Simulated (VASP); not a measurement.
# GaN (F-43m) in VASP: a series of runs

Runs on GaN. Level: r2SCAN. Tasks: single point.

Everything below comes from runs of VASP 6.6.1. Logs are shortened: lines on timing, memory, paths and dates and some standing lists are left out, and cuts for length are marked.

### 1 The cell of the first run

Symmetry: F-43m, No. 216, cubic system. The conventional cell has a = 4.400 Å, b = 4.400 Å, c = 4.400 Å, α = 90.00°, β = 90.00°, γ = 90.00°. Ga (site symmetry -43m) has 4 N at 1.91 Å within 2.5 Å. Within 2.5 Å of N (site symmetry -43m) lie 4 Ga at 1.91 Å.

### 2 Single point, r2SCAN

POSCAR reads:

```
GaN
1.0
    0.0000000000      2.1998834695      2.1998834695
    2.1998834695      0.0000000000      2.1998834695
    2.1998834695      2.1998834695      0.0000000000
Ga N
1 1
Direct
    0.0000000000      0.0000000000      0.0000000000
    0.2500000000      0.2500000000      0.2500000000
```

INCAR.step1 reads:

```
PREC = Accurate ; ENCUT = 520
ISMEAR = 0 ; SIGMA = 0.01
LREAL = False ; LASPH = True
NELM = 60 ; NBANDS = 16
GGA = PE ; ALGO = Normal
EDIFF = 1E-4 ; LWAVE = True
LCHARG = False
```

INCAR.step2 reads:

```
PREC = Accurate ; ENCUT = 520
EDIFF = 1E-7 ; ISMEAR = 0
SIGMA = 0.01 ; LREAL = False
LASPH = True ; NELM = 60
ALGO = Normal ; ISIF = 2
LWAVE = False ; LCHARG = True
METAGGA = R2SCAN ; LMIXTAU = True
LELF = True ; LVHAR = True
NBANDS = 16 ; ISTART = 1
```

KPOINTS reads:

```
regular mesh
0
Gamma
  10 10 10
```

Potentials or basis: VASP PAW PBE potentials, release 64 (Ga_d, N).

Run with:

```
$ cat potpaw_PBE.64/Ga_d/POTCAR potpaw_PBE.64/N/POTCAR > POTCAR
$ cp INCAR.step1 INCAR
$ mpirun -np 1 vasp_std > vasp.out
$ cp INCAR.step2 INCAR
$ mpirun -np 1 vasp_std > vasp.out
```

OUTCAR:

```text
PREC = Accurate
   ENCUT = 520
   EDIFF = 1E-7
   ISMEAR = 0
   LREAL = False
   LASPH = True
   NELM = 60
   ISIF = 2
   METAGGA = R2SCAN
   ISTART = 1

 ion  position               nearest neighbor table
   1  0.000  0.000  0.000-   2 1.91   2 1.91   2 1.91   2 1.91
   2  0.250  0.250  0.250-   1 1.91   1 1.91   1 1.91   1 1.91

  LATTYP: Found a face centered cubic cell.
 ALAT       =     4.3997669390

  Lattice vectors:

 A1 = (   0.0000000000,   2.1998834695,   2.1998834695)
 A2 = (   2.1998834695,   0.0000000000,   2.1998834695)
 A3 = (   2.1998834695,   2.1998834695,   0.0000000000)

Analysis of symmetry for initial positions (statically):
=====================================================================
 Subroutine PRICEL returns:
 Original cell was already a primitive cell.

 Routine SETGRP: Setting up the symmetry group for a
 face centered cubic supercell.

 Subroutine GETGRP returns: Found 24 space group operations
 (whereof 24 operations were pure point group operations)
 out of a pool of 48 trial point group operations.

The static configuration has the point symmetry T_d .

Analysis of symmetry for dynamics (positions and initial velocities):
=====================================================================
 Subroutine PRICEL returns:
 Original cell was already a primitive cell.

 Routine SETGRP: Setting up the symmetry group for a
 face centered cubic supercell.

 Subroutine GETGRP returns: Found 24 space group operations
 (whereof 24 operations were pure point group operations)
 out of a pool of 48 trial point group operations.

The dynamic configuration has the point symmetry T_d .

 Subroutine INISYM returns: Found 24 space group operations
 (whereof 24 operations are pure point group operations),
 and found     1 'primitive' translations

----------------------------------------------------------------------------------------

                                     Primitive cell

  volume of cell :      21.2926

  direct lattice vectors                    reciprocal lattice vectors
     0.000000000  2.199883470  2.199883470    -0.227284766  0.227284766  0.227284766
     2.199883470  0.000000000  2.199883470     0.227284766 -0.227284766  0.227284766
     2.199883470  2.199883470  0.000000000     0.227284766  0.227284766 -0.227284766

  length of vectors
     3.111105038  3.111105038  3.111105038     0.393668763  0.393668763  0.393668763

  position of ions in fractional coordinates (direct lattice)
     0.000000000  0.000000000  0.000000000
     0.250000000  0.250000000  0.250000000

  ion indices of the primitive-cell ions
   primitive index   ion index
                 1           1
                 2           2

----------------------------------------------------------------------------------------

 KPOINTS: regular mesh

Automatic generation of k-mesh.
 Grid dimensions read from file:
 generate k-points for:   10   10   10

 Generating k-lattice:

  Cartesian coordinates                     Fractional coordinates (reciprocal lattice)
    -0.022728477  0.022728477  0.022728477     0.100000000  0.000000000  0.000000000
     0.022728477 -0.022728477  0.022728477     0.000000000  0.100000000  0.000000000
     0.022728477  0.022728477 -0.022728477     0.000000000  0.000000000  0.100000000

  Length of vectors
     0.039366876  0.039366876  0.039366876

  Shift w.r.t. Gamma in fractional coordinates (k-lattice)
     0.000000000  0.000000000  0.000000000

 Subroutine IBZKPT returns following result:
 ===========================================

 Found     47 irreducible k-points:

 Following reciprocal coordinates:
            Coordinates               Weight
  0.000000  0.000000  0.000000      1.000000
  0.100000  0.000000  0.000000      8.000000
  0.200000  0.000000  0.000000      8.000000
  0.300000  0.000000  0.000000      8.000000
  0.400000  0.000000  0.000000      8.000000
  0.500000  0.000000  0.000000      4.000000
[... 16 lines left out ...]
  0.300000  0.300000  0.000000      6.000000
  0.400000  0.300000  0.000000     24.000000
 [... further k-points ...]
   k-points           NKPTS =     47   k-points in BZ     NKDIM =     47   number of bands    NBANDS=     16
   number of dos      NEDOS =    301   number of ions     NIONS =      2
   total plane-waves  NPLWV =  13824
   dimension x,y,z NGX =    24 NGY =   24 NGZ =   24
   dimension x,y,z NGXF=    48 NGYF=   48 NGZF=   48
   ions per type =               1   1
   NGX,Y,Z   is equivalent  to a cutoff of  12.82, 12.82, 12.82 a.u.
   NGXF,Y,Z  is equivalent  to a cutoff of  25.65, 25.65, 25.65 a.u.
 SYSTEM =  unknown system
   PREC   = accura    normal or accurate (medium, high low for compatibility)
   ISTART =      1    job   : 0-new  1-cont  2-samecut
   ICHARG =      0    charge: 1-file 2-atom 10-const
   ISPIN  =      1    spin polarized calculation?
   LNONCOLLINEAR =      F non collinear calculations
   LSORBIT =      F    spin-orbit coupling
   LASPH  =      T    aspherical Exc in radial PAW
   ENCUT  =  520.0 eV  38.22 Ry    6.18 a.u.   5.78  5.78  5.78*2*pi/ulx,y,z
   NELM   =     60;   NELMIN=  2; NELMDL=  0     # of ELM steps
   EDIFF  = 0.1E-06   stopping-criterion for ELM
   LREAL  =      F    real-space projection
   EDIFFG = 0.1E-05   stopping-criterion for IOM
   NSW    =      0    number of steps for IOM
   IBRION =     -1    ionic relax: 0-MD 1-quasi-New 2-CG
   NFREE  =      0    steps in history (QN), initial steepest desc. (CG)
   ISIF   =      2    stress and relaxation
   ISYM   =      2    0-nonsym 1-usesym 2-fastsym
   POTIM  = 0.5000    time-step for ionic-motion
   TEBEG  =    0.0;   TEEND  =   0.0 temperature during run
   PSTRESS=    0.0 pullay stress
   NELECT =      18.0000    total number of electrons
   NUPDOWN=      -1.0000    fix difference up-down
   EMIN   =  10.00;   EMAX   =-10.00  energy-range for DOS
   EFERMI =   0.00;   METHOD = LEGACY
   ISMEAR =     0;   SIGMA  =   0.01  broadening in eV -4-tet -1-fermi 0-gaus
   EFERMI_NEDOS =   21; number of points for ismear=-14 and -15
   IALGO  =     38    algorithm
   IMIX   =      4    mixing-type and parameters
     AMIX     =   0.40;   BMIX     =  1.00
     AMIX_MAG =   1.60;   BMIX_MAG =  1.00
  volume/ion in A,a.u.               =      10.65        71.84
  Fermi-wavevector in a.u.,A,eV,Ry     =   1.547947  2.925195 32.601448  2.396139
  Thomas-Fermi vector in A             =   2.652967
   LORBIT       =      0    0 simple, 1 ext, 2 COOP (PROOUT), +10 PAW based schemes
   METAGGA = R2SCAN    functional components
   LHFCALC =     F    Hartree Fock is set to
   AEXX    =    0.0000 exact exchange contribution
   IVDW    =     0    specifies the selected vdW correction
   LEPSILON=     F    determine dielectric tensor
   LRPA    =     F    only Hartree local field effects (RPA)
 non-spin polarized calculation
 Gauss-broadening in eV      SIGMA  =   0.01
  energy-cutoff  :      520.00
  volume of cell :       21.29
 maximum number of plane-waves:       589
   NGX = 11   NGY = 11   NGZ = 11

 number of electron      18.0000002 magnetization

 Free energy of the ion-electron system (eV)
  ---------------------------------------------------
  ext. energy  EPLUGINS =         0.00000000
  ---------------------------------------------------
  free energy    TOTEN  =       -21.81991826 eV

  energy without entropy =      -21.81991826  energy(sigma->0) =      -21.81991826

 E-fermi :   5.9020     XC(G=0): -13.0667

 val. band max:        5.8352951408   @ k =   0.0000   0.0000   0.0000
 cond. band min:       8.4353310279   @ k =   0.0000   0.0000   0.0000
 fundamental gap:      2.6000358871
 Fermi energy:         5.9020043313

 k-point     1 :       0.0000    0.0000    0.0000
  band No.  band energies     occupation
      1     -11.5484      2.00000
      2      -8.0757      2.00000
      3      -8.0757      2.00000
      4      -8.0757      2.00000
      5      -7.6383      2.00000
      6      -7.6383      2.00000
[... 8 lines left out ...]
     15      26.1455      0.00000
     16      26.1456      0.00000

 k-point     2 :       0.1000    0.0000    0.0000
  band No.  band energies     occupation
      1     -11.4223      2.00000
      2      -8.0583      2.00000
      3      -8.0583      2.00000
      4      -8.0392      2.00000
      5      -7.6400      2.00000
      6      -7.6400      2.00000
[... 8 lines left out ...]
     15      24.6678      0.00000
     16      24.8569      0.00000

 k-point     3 :       0.2000    0.0000    0.0000
  band No.  band energies     occupation
      1     -11.0921      2.00000
      2      -8.0172      2.00000
      3      -8.0172      2.00000
      4      -7.8858      2.00000
      5      -7.6389      2.00000
      6      -7.6389      2.00000
[... 8 lines left out ...]
     15      23.8556      0.00000
     16      23.8556      0.00000

 k-point     4 :       0.3000    0.0000    0.0000
  band No.  band energies     occupation
      1     -10.7051      2.00000
      2      -7.9789      2.00000
      3      -7.9789      2.00000
      4      -7.6233      2.00000
      5      -7.6233      2.00000
      6      -7.5057      2.00000
[... 8 lines left out ...]
     15      24.5049      0.00000
     16      24.5050      0.00000
[... 324 lines left out ...]
 k-point    22 :      -0.2000    0.2000    0.0000
  band No.  band energies     occupation
      1     -10.5840      2.00000
      2      -7.9552      2.00000
      3      -7.9414      2.00000
      4      -7.6795      2.00000
      5      -7.6666      2.00000
      6      -7.3045      2.00000
[... 8 lines left out ...]
     15      24.9727      0.00000
     16      28.3262      0.00000

 k-point    23 :       0.3000    0.3000    0.0000
  band No.  band energies     occupation
      1     -10.4646      2.00000
      2      -7.8917      2.00000
      3      -7.8312      2.00000
      4      -7.8312      2.00000
      5      -7.5750      2.00000
      6      -7.3149      2.00000
[... 8 lines left out ...]
     15      29.3734      0.00000
     16      30.6089      0.00000

 k-point    24 :       0.4000    0.3000    0.0000
  band No.  band energies     occupation
      1     -10.2754      2.00000
      2      -7.9058      2.00000
      3      -7.7847      2.00000
      4      -7.7824      2.00000
      5      -7.5629      2.00000
      6      -6.8790      2.00000
[... 8 lines left out ...]
     15      29.9477      0.00000
     16      30.4321      0.00000

 [... further k-points ...]

------------------------ aborting loop because EDIFF is reached ----------------------------------------

  FORCE on cell =-STRESS in cart. coord.  units (eV):
  Direction    XX          YY          ZZ          XY          YZ          ZX
  --------------------------------------------------------------------------------------
  -------------------------------------------------------------------------------------
  Total        2.1653770      2.1653770      2.1653770      0.0000000      0.0000000      0.0000000
  in kB      162.9352601    162.9352601    162.9352601      0.0000000      0.0000000      0.0000000
  external PRESSURE =     162.9352601 kB  Pullay stress =       0.0000000 kB

 VOLUME and BASIS-vectors are now :
 -----------------------------------------------------------------------------
  energy-cutoff  :      520.00
  volume of cell :       21.29
      direct lattice vectors                 reciprocal lattice vectors
     0.000000000  2.199883470  2.199883470    -0.227284766  0.227284766  0.227284766
     2.199883470  0.000000000  2.199883470     0.227284766 -0.227284766  0.227284766
     2.199883470  2.199883470  0.000000000     0.227284766  0.227284766 -0.227284766

 POSITION                                       TOTAL-FORCE (eV/Angst)
 -----------------------------------------------------------------------------------
      0.00000      0.00000      0.00000         0.000000      0.000000      0.000000
      1.09994      1.09994      1.09994        -0.000000     -0.000000     -0.000000
 -----------------------------------------------------------------------------------
    total drift:                                0.000007      0.000007      0.000007

  FREE ENERGIE OF THE ION-ELECTRON SYSTEM (eV)
  ---------------------------------------------------
  free  energy   TOTEN  =       -21.8199182559 eV

  energy  without entropy=      -21.8199182559  energy(sigma->0) =      -21.81991826
```

Run time: 1.7 min. Hardware: 1 thread of Intel Xeon 8259CL, shared host; peak memory 0.15 GiB.

What came out:

| Quantity | Value |
| --- | --- |
| Free energy | -21.8199 eV |
| Pressure | 16.3 GPa |
| Band gap on the k mesh | 2.60 eV |

Caveat: the cell stands under pressure; the PAW data sets were made with another functional, which shifts forces and pressure a little.

### 3 Single point, r2SCAN

This run uses another cell than the first one, of 10.86 Å³/atom.

POSCAR reads:

```
GaN
1.0
    0.0000000000      2.2147053624      2.2147053624
    2.2147053624      0.0000000000      2.2147053624
    2.2147053624      2.2147053624      0.0000000000
Ga N
1 1
Direct
    0.0000000000      0.0000000000      0.0000000000
    0.2500000000      0.2500000000      0.2500000000
```

INCAR.step1 reads:

```
PREC = Accurate
ENCUT = 520
ISMEAR = 0
SIGMA = 0.01
LREAL = False
LASPH = True
NELM = 80
NBANDS = 16
GGA = PE
ALGO = Normal
EDIFF = 1E-4
LWAVE = True
LCHARG = False
```

INCAR.step2 reads:

```
PREC = Accurate
ENCUT = 520
EDIFF = 1E-7
ISMEAR = 0
SIGMA = 0.01
LREAL = False
LASPH = True
NELM = 80
ALGO = Normal
ISIF = 2
LWAVE = False
LCHARG = False
METAGGA = R2SCAN
LMIXTAU = True
NBANDS = 16
ISTART = 1
```

KPOINTS is that of step 2.

Potentials or basis: VASP PAW PBE potentials, release 64 (Ga_d, N).

Run with:

```
$ cat potpaw_PBE.64/Ga_d/POTCAR potpaw_PBE.64/N/POTCAR > POTCAR
$ cp INCAR.step1 INCAR
$ mpirun -np 1 vasp_std > vasp.out
$ cp INCAR.step2 INCAR
$ mpirun -np 1 vasp_std > vasp.out
```

Wall time 2.1 min (1 thread of Intel Xeon 8259CL, shared host); peak memory 0.15 GiB.

Results (log left out):

```yaml
Free_energy: -21.8574 eV
Pressure: 11.2 GPa
Band_gap_on_the_k_mesh: 2.47 eV
```

Levels at points of the mesh, in eV from the valence-band top:
```
           k point  band 5  band 6  band 7  band 8  band 9  band 10  band 11  band 12  band 13  band 14
(0.00, 0.00, 0.00)  -13.47  -13.47    0.00    0.00    0.00     2.47    11.35    11.35    11.35    19.29
(0.50, 0.00, 0.00)  -13.42  -12.33   -7.52   -1.07   -1.07     5.54     9.72    11.28    11.28    16.99
(0.50, 0.50, 0.00)  -13.38  -11.96   -6.44   -2.98   -2.98     3.79     7.56    13.00    15.53    15.53
```

Caveat: the cell stands under pressure; the PAW data sets were made with another functional, which shifts forces and pressure a little.

(Part 1 of 2 ends here.)
